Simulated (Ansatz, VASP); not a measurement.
**Au in VASP and in Ansatz**

INCAR

```
SYSTEM = Au
PREC = Accurate ; ENCUT = 520
EDIFF = 1E-7 ; ISMEAR = -1
SIGMA = 0.1 ; LREAL = .FALSE.
LASPH = .TRUE. ; NELM = 80
ALGO = Normal ; ISIF = 2
LWAVE = .FALSE. ; LCHARG = .TRUE.
GGA = RP ; LELF = .TRUE.
LVHAR = .TRUE. ; NBANDS = 24
```

Contents of KPOINTS:

```
regular mesh
0
G
  9 9 12
  0 0 0
```

POSCAR

```
Au
1.0
    4.6555868704      0.0000000000      0.0000000000
   -2.3277934352      4.0318564993      0.0000000000
    0.0000000000      0.0000000000      2.7824078724
Au
3
Direct
    1.0000000000      1.0000000000      0.0000000000
    0.3333333333      0.6666666667      0.5000000000
    0.6666666667      0.3333333333      0.5000000000
```

Input for Ansatz:

```yaml
crystal:
  lattice:
    - [4.6555868704, 0.0, 0.0]
    - [-2.3277934352, 4.0318564993, 0.0]
    - [0.0, 0.0, 2.7824078724]
  atoms:
    - { symbol: Au, position: [1.0, 1.0, 0.0] }
    - { symbol: Au, position: [0.3333333333, 0.6666666667, 0.5] }
    - { symbol: Au, position: [0.6666666667, 0.3333333333, 0.5] }
hamiltonian:
  xc: rpbe
  pseudopotentials:
    kind: paw
    azcp:
      Au: "pseudopotentials/Au.paw.azcp"
basis:
  ecutwfc: 420
  fft_grid_basis: typed
kpoints:
  mp_grid: { grid: [9, 9, 12], shift: [0, 0, 0] }
magnetization:
  spin_polarized: false
scf:
  occupations: { method: fermi_dirac, width: 0.1 }
  lower_state_search: "off"
output:
  stress: true
  write_density: true
  write_potential: true
  elf: true
  volumetric_format: npy
```

Alike in both runs: task single point; functional RPBE; k mesh 9 × 9 × 12; occupations fermi-dirac, width 0.1 eV; no spin polarisation.

|  | VASP | Ansatz |
| --- | --- | --- |
| version | VASP 6.6.1 | Ansatz 0.2.0 |
| potentials or method | VASP PAW PBE potentials, release 64 (Au), cutoff 520 eV | plane waves (420 eV) with PAW, scalar-relativistic |
| valence electrons in the cell | 33 | 57 |

```csv
,VASP,Ansatz,Ansatz less VASP
pressure (GPa),11.7,12.1,+0.30
"traceless stress, the component that is largest in VASP (GPa)",-1.49,-1.51,-0.013
```

VASP's potentials were made for PBE, not for RPBE. VASP's potentials hold 33 valence electrons a cell and Ansatz's 57, so a difference there can come from the potentials and not from the codes.

Neither program's run includes spin-orbit coupling.
